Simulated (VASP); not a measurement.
# LiCl2 (P6/mmm) in VASP: further runs

Runs on LiCl2. Level: PBE. Tasks: single point, relaxation of cell and atoms.

Everything below comes from runs of VASP 6.6.1. Logs are shortened: lines on timing, memory, paths and dates and some standing lists are left out, and cuts for length are marked.

### 1 The cell of the first run

Symmetry: P6/mmm, No. 191, hexagonal system. Conventional cell: a = 4.769 Å, b = 4.769 Å, c = 3.598 Å, α = 90.00°, β = 90.00°, γ = 120.00°. Within 4.3 Å of Li (site symmetry 6/mmm) lie 12 Cl at 3.29 Å and 2 Li at 3.60 Å. Cl (site symmetry -6m2) has 5 Cl at 2.75 to 3.60 Å and 6 Li at 3.29 Å within 3.6 Å.

The cell was built from a structure type or drawn by symmetry, and may not be a known phase.

### 2 Single point, PBE

File INCAR:

```
PREC = Accurate
ENCUT = 520
EDIFF = 1E-6
ISMEAR = 0
SIGMA = 0.1
LREAL = F
LASPH = T
NELM = 60
ALGO = Normal
ISIF = 2
LWAVE = F
LCHARG = F
GGA = PE
NBANDS = 16
```

File KPOINTS:

```
Automatic mesh
0
Gamma
  6 6 4
```

File POSCAR:

```
LiCl2
1.0
    4.7685370556      0.0000000032      0.0000000000
   -2.3842685306      4.1296742275      0.0000000000
    0.0000000000      0.0000000000      3.5984017174
Li Cl
1 2
Direct
    0.0000000000      0.0000000000      0.0000000000
    0.3333333333      0.6666666667      0.5000000000
    0.6666666667      0.3333333333      0.5000000000
```

Potentials or basis: VASP PAW PBE potentials, release 64 (Li_sv, Cl).

Started as:

```sh
$ cat potpaw_PBE.64/Li_sv/POTCAR potpaw_PBE.64/Cl/POTCAR > POTCAR
$ mpirun -np 1 vasp_std > vasp.out
```

OUTCAR:

```text
PREC = Accurate
   ENCUT = 520
   EDIFF = 1E-6
   ISMEAR = 0
   LREAL = F
   LASPH = T
   NELM = 60
   ISIF = 2
   GGA = PE

 ion  position               nearest neighbor table
   1  0.000  0.000  0.000-
   2  0.333  0.667  0.500-
   3  0.667  0.333  0.500-

  LATTYP: Found a hexagonal cell.
 ALAT       =     4.7685370556
 C/A-ratio  =     0.7546133490

  Lattice vectors:

 A1 = (   4.7685370556,   0.0000000032,   0.0000000000)
 A2 = (  -2.3842685306,   4.1296742275,   0.0000000000)
 A3 = (   0.0000000000,   0.0000000000,   3.5984017174)

Analysis of symmetry for initial positions (statically):
=====================================================================
 Subroutine PRICEL returns:
 Original cell was already a primitive cell.

 Routine SETGRP: Setting up the symmetry group for a
 hexagonal supercell.

 Subroutine GETGRP returns: Found 24 space group operations
 (whereof 24 operations were pure point group operations)
 out of a pool of 24 trial point group operations.

The static configuration has the point symmetry D_6h.

Analysis of symmetry for dynamics (positions and initial velocities):
=====================================================================
 Subroutine PRICEL returns:
 Original cell was already a primitive cell.

 Routine SETGRP: Setting up the symmetry group for a
 hexagonal supercell.

 Subroutine GETGRP returns: Found 24 space group operations
 (whereof 24 operations were pure point group operations)
 out of a pool of 24 trial point group operations.

The dynamic configuration has the point symmetry D_6h.

 Subroutine INISYM returns: Found 24 space group operations
 (whereof 24 operations are pure point group operations),
 and found     1 'primitive' translations

----------------------------------------------------------------------------------------

                                     Primitive cell

  volume of cell :      70.8615

  direct lattice vectors                    reciprocal lattice vectors
     4.768537056  0.000000003  0.000000000     0.209707923  0.121074926  0.000000000
    -2.384268531  4.129674227  0.000000000    -0.000000000  0.242149851  0.000000000
     0.000000000  0.000000000  3.598401717     0.000000000  0.000000000  0.277901157

  length of vectors
     4.768537056  4.768537056  3.598401717     0.242149851  0.242149851  0.277901157

  position of ions in fractional coordinates (direct lattice)
     0.000000000  0.000000000  0.000000000
     0.333333333  0.666666667  0.500000000
     0.666666667  0.333333333  0.500000000

  ion indices of the primitive-cell ions
   primitive index   ion index
                 1           1
                 2           2
                 3           3

----------------------------------------------------------------------------------------

 KPOINTS: Automatic mesh

Automatic generation of k-mesh.
 Grid dimensions read from file:
 generate k-points for:    6    6    4

 Generating k-lattice:

  Cartesian coordinates                     Fractional coordinates (reciprocal lattice)
     0.034951320  0.020179154  0.000000000     0.166666667  0.000000000  0.000000000
    -0.000000000  0.040358309  0.000000000     0.000000000  0.166666667  0.000000000
     0.000000000  0.000000000  0.069475289     0.000000000  0.000000000  0.250000000

  Length of vectors
     0.040358309  0.040358309  0.069475289

  Shift w.r.t. Gamma in fractional coordinates (k-lattice)
     0.000000000  0.000000000  0.000000000

 Subroutine IBZKPT returns following result:
 ===========================================

 Found     21 irreducible k-points:

 Following reciprocal coordinates:
            Coordinates               Weight
  0.000000  0.000000  0.000000      1.000000
  0.166667 -0.000000  0.000000      6.000000
  0.333333 -0.000000  0.000000      6.000000
  0.500000 -0.000000  0.000000      3.000000
  0.166667  0.166667  0.000000      6.000000
  0.333333  0.166667  0.000000     12.000000
[... 13 lines left out ...]
  0.333333  0.166667  0.500000     12.000000
  0.333333  0.333333  0.500000      2.000000
   k-points           NKPTS =     21   k-points in BZ     NKDIM =     21   number of bands    NBANDS=     16
   number of dos      NEDOS =    301   number of ions     NIONS =      3
   total plane-waves  NPLWV =  36288
   dimension x,y,z NGX =    36 NGY =   36 NGZ =   28
   dimension x,y,z NGXF=    72 NGYF=   72 NGZF=   56
   ions per type =               1   2
   NGX,Y,Z   is equivalent  to a cutoff of  12.55, 12.55, 12.94 a.u.
   NGXF,Y,Z  is equivalent  to a cutoff of  25.10, 25.10, 25.87 a.u.
 SYSTEM =  unknown system
   PREC   = accura    normal or accurate (medium, high low for compatibility)
   ISTART =      0    job   : 0-new  1-cont  2-samecut
   ICHARG =      2    charge: 1-file 2-atom 10-const
   ISPIN  =      1    spin polarized calculation?
   LNONCOLLINEAR =      F non collinear calculations
   LSORBIT =      F    spin-orbit coupling
   LASPH  =      T    aspherical Exc in radial PAW
   ENCUT  =  520.0 eV  38.22 Ry    6.18 a.u.   8.87  8.87  6.69*2*pi/ulx,y,z
   NELM   =     60;   NELMIN=  2; NELMDL= -5     # of ELM steps
   EDIFF  = 0.1E-05   stopping-criterion for ELM
   LREAL  =      F    real-space projection
   EDIFFG = 0.1E-04   stopping-criterion for IOM
   NSW    =      0    number of steps for IOM
   IBRION =     -1    ionic relax: 0-MD 1-quasi-New 2-CG
   NFREE  =      0    steps in history (QN), initial steepest desc. (CG)
   ISIF   =      2    stress and relaxation
   ISYM   =      2    0-nonsym 1-usesym 2-fastsym
   POTIM  = 0.5000    time-step for ionic-motion
   TEBEG  =    0.0;   TEEND  =   0.0 temperature during run
   PSTRESS=    0.0 pullay stress
   NELECT =      17.0000    total number of electrons
   NUPDOWN=      -1.0000    fix difference up-down
   EMIN   =  10.00;   EMAX   =-10.00  energy-range for DOS
   EFERMI =   0.00;   METHOD = LEGACY
   ISMEAR =     0;   SIGMA  =   0.10  broadening in eV -4-tet -1-fermi 0-gaus
   EFERMI_NEDOS =   21; number of points for ismear=-14 and -15
   IALGO  =     38    algorithm
   IMIX   =      4    mixing-type and parameters
     AMIX     =   0.40;   BMIX     =  1.00
     AMIX_MAG =   1.60;   BMIX_MAG =  1.00
  volume/ion in A,a.u.               =      23.62       159.40
  Fermi-wavevector in a.u.,A,eV,Ry     =   1.017234  1.922294 14.078837  1.034765
  Thomas-Fermi vector in A             =   2.150623
   LORBIT       =      0    0 simple, 1 ext, 2 COOP (PROOUT), +10 PAW based schemes
   GGA     = PE    functional components
   LHFCALC =     F    Hartree Fock is set to
   AEXX    =    0.0000 exact exchange contribution
   IVDW    =     0    specifies the selected vdW correction
   LEPSILON=     F    determine dielectric tensor
   LRPA    =     F    only Hartree local field effects (RPA)
 non-spin polarized calculation
 Gauss-broadening in eV      SIGMA  =   0.10
  energy-cutoff  :      520.00
  volume of cell :       70.86
 maximum number of plane-waves:      1935
 NGX is ok and might be reduce to    36
   NGX = 17   NGY = 17   NGZ = 13

 number of electron      17.0000008 magnetization

 Free energy of the ion-electron system (eV)
  ---------------------------------------------------
  ext. energy  EPLUGINS =         0.00000000
  ---------------------------------------------------
  free energy    TOTEN  =        -7.26288807 eV

  energy without entropy =       -7.25635906  energy(sigma->0) =       -7.25962356

 E-fermi :   0.9556     XC(G=0):  -7.8359

 val. band max:        0.9400294699   @ k =   0.3333  -0.0000   0.5000
 cond. band min:       1.0335517386   @ k =   0.5000  -0.0000   0.0000
 fundamental gap:      0.0935222687
 Fermi energy:         0.9555791966

 k-point     1 :       0.0000    0.0000    0.0000
  band No.  band energies     occupation
      1     -46.0703      2.00000
      2     -14.2627      2.00000
      3     -12.0916      2.00000
      4      -2.8598      2.00000
      5      -2.8598      2.00000
      6      -1.0988      2.00000
[... 8 lines left out ...]
     15      12.9207      0.00000
     16      13.6240      0.00000

 k-point     2 :       0.1667   -0.0000    0.0000
  band No.  band energies     occupation
      1     -46.0703      2.00000
      2     -14.1591      2.00000
      3     -12.2570      2.00000
      4      -3.0242      2.00000
      5      -2.7617      2.00000
      6      -1.0109      2.00000
[... 8 lines left out ...]
     15      11.8816      0.00000
     16      13.2410      0.00000

 k-point     3 :       0.3333   -0.0000    0.0000
  band No.  band energies     occupation
      1     -46.0703      2.00000
      2     -13.8809      2.00000
      3     -12.6537      2.00000
      4      -3.2880      2.00000
      5      -2.6415      2.00000
      6      -0.7796      2.00000
[... 8 lines left out ...]
     15      10.8273      0.00000
     16      12.7526      0.00000

 k-point     4 :       0.5000   -0.0000    0.0000
  band No.  band energies     occupation
      1     -46.0703      2.00000
      2     -13.6446      2.00000
      3     -12.9468      2.00000
      4      -3.3990      2.00000
      5      -2.6220      2.00000
      6      -0.5874      2.00000
[... 8 lines left out ...]
     15      11.8939      0.00000
     16      12.5690      0.00000

 k-point     5 :       0.1667    0.1667    0.0000
  band No.  band energies     occupation
      1     -46.0703      2.00000
      2     -13.9643      2.00000
      3     -12.5409      2.00000
      4      -3.3455      2.00000
      5      -2.4681      2.00000
      6      -0.8487      2.00000
[... 8 lines left out ...]
     15      11.1154      0.00000
     16      12.9859      0.00000

 k-point     6 :       0.3333    0.1667    0.0000
  band No.  band energies     occupation
      1     -46.0703      2.00000
      2     -13.6464      2.00000
      3     -12.9441      2.00000
      4      -3.6345      2.00000
      5      -2.1276      2.00000
      6      -0.5914      2.00000
[... 8 lines left out ...]
     15      11.5639      0.00000
     16      12.5461      0.00000

 k-point     7 :       0.3333    0.3333    0.0000
  band No.  band energies     occupation
      1     -46.0704      2.00000
      2     -13.3086      2.00000
      3     -13.3086      2.00000
      4      -3.8337      2.00000
      5      -1.2541      2.00000
      6      -1.2541      2.00000
[... 8 lines left out ...]
     15      11.7162      0.00000
     16      12.2143      0.00000

 k-point     8 :       0.0000    0.0000    0.2500
  band No.  band energies     occupation
      1     -46.0700      2.00000
      2     -14.1518      2.00000
      3     -12.0108      2.00000
      4      -2.7347      2.00000
      5      -2.7347      2.00000
      6      -2.2021      2.00000
[... 8 lines left out ...]
     15      10.5649      0.00000
     16      12.5060      0.00000

 k-point     9 :       0.1667   -0.0000    0.2500
  band No.  band energies     occupation
      1     -46.0700      2.00000
      2     -14.0491      2.00000
      3     -12.1735      2.00000
      4      -2.8864      2.00000
      5      -2.6263      2.00000
      6      -2.0963      2.00000
[... 8 lines left out ...]
     15      10.9469      0.00000
     16      12.1893      0.00000
[... 115 lines left out ...]
 k-point    16 :       0.1667   -0.0000    0.5000
  band No.  band energies     occupation
      1     -46.0697      2.00000
      2     -13.9331      2.00000
      3     -12.0867      2.00000
      4      -2.9256      2.00000
      5      -2.7393      2.00000
      6      -2.4803      2.00000
[... 8 lines left out ...]
     15      10.7373      0.00000
     16      11.6124      0.00000

 k-point    17 :       0.3333   -0.0000    0.5000
  band No.  band energies     occupation
      1     -46.0697      2.00000
      2     -13.6609      2.00000
      3     -12.4700      2.00000
      4      -2.9672      2.00000
      5      -2.6124      2.00000
      6      -2.3171      2.00000
[... 8 lines left out ...]
     15      11.7353      0.00000
     16      12.4882      0.00000

 k-point    18 :       0.5000   -0.0000    0.5000
  band No.  band energies     occupation
      1     -46.0697      2.00000
      2     -13.4300      2.00000
      3     -12.7541      2.00000
      4      -3.0652      2.00000
      5      -2.3459      2.00000
      6      -2.2833      2.00000
[... 8 lines left out ...]
     15      12.8847      0.00000
     16      13.4335      0.00000

 k-point    19 :       0.1667    0.1667    0.5000
  band No.  band energies     occupation
      1     -46.0697      2.00000
      2     -13.7426      2.00000
      3     -12.3608      2.00000
      4      -3.0254      2.00000
      5      -2.7065      2.00000
      6      -2.1680      2.00000
[... 8 lines left out ...]
     15      11.8930      0.00000
     16      12.2432      0.00000

 k-point    20 :       0.3333    0.1667    0.5000
  band No.  band energies     occupation
      1     -46.0697      2.00000
      2     -13.4322      2.00000
      3     -12.7509      2.00000
      4      -3.2938      2.00000
      5      -2.3476      2.00000
      6      -1.8112      2.00000
[... 8 lines left out ...]
     15      12.4433      0.00000
     16      13.3963      0.00000

 k-point    21 :       0.3333    0.3333    0.5000
  band No.  band energies     occupation
      1     -46.0697      2.00000
      2     -13.1040      2.00000
      3     -13.1040      2.00000
      4      -3.4870      2.00000
      5      -1.9662      2.00000
      6      -1.9662      2.00000
[... 8 lines left out ...]
     15      13.7810      0.00000
     16      13.7811      0.00000

------------------------ aborting loop because EDIFF is reached ----------------------------------------

  FORCE on cell =-STRESS in cart. coord.  units (eV):
  Direction    XX          YY          ZZ          XY          YZ          ZX
  --------------------------------------------------------------------------------------
  -------------------------------------------------------------------------------------
  Total        0.0056891      0.0056891      0.0393878     -0.0000000     -0.0000000      0.0000000
  in kB        0.1286294      0.1286294      0.8905579     -0.0000000     -0.0000000      0.0000000
  external PRESSURE =       0.3826056 kB  Pullay stress =       0.0000000 kB

 VOLUME and BASIS-vectors are now :
 -----------------------------------------------------------------------------
  energy-cutoff  :      520.00
  volume of cell :       70.86
      direct lattice vectors                 reciprocal lattice vectors
     4.768537056  0.000000003  0.000000000     0.209707923  0.121074926  0.000000000
    -2.384268531  4.129674227  0.000000000    -0.000000000  0.242149851  0.000000000
     0.000000000  0.000000000  3.598401717     0.000000000  0.000000000  0.277901157

 POSITION                                       TOTAL-FORCE (eV/Angst)
 -----------------------------------------------------------------------------------
      0.00000      0.00000      0.00000        -0.000000     -0.000000     -0.000000
     -0.00000      2.75312      1.79920        -0.000000      0.000000      0.000000
      2.38427      1.37656      1.79920         0.000000     -0.000000     -0.000000
 -----------------------------------------------------------------------------------
    total drift:                                0.000000     -0.000000     -0.000000

  FREE ENERGIE OF THE ION-ELECTRON SYSTEM (eV)
  ---------------------------------------------------
  free  energy   TOTEN  =        -7.2628880676 eV

  energy  without entropy=       -7.2563590558  energy(sigma->0) =       -7.25962356
```

It took 7.6 s on 1 thread of Intel Xeon 6975P-C (Granite Rapids), shared host; peak memory 0.18 GiB.

Results:

```
Free energy            : -7.2629 eV
Band gap on the k mesh : zero (an odd number of electrons rules out a gap without spin polarisation)
```

Caveat: the k points lie up to 0.44 Å⁻¹ apart, too coarse for converged energies and pressures of a metal; the cutoff is under 1.25 times the usual one of these potentials, so pressure, stress and relaxed cells hold a basis-set (Pulay) error; an odd number of electrons without spin polarisation forces a metal; a magnetic or distorted state may lie lower.

[end of part 1 of 2]
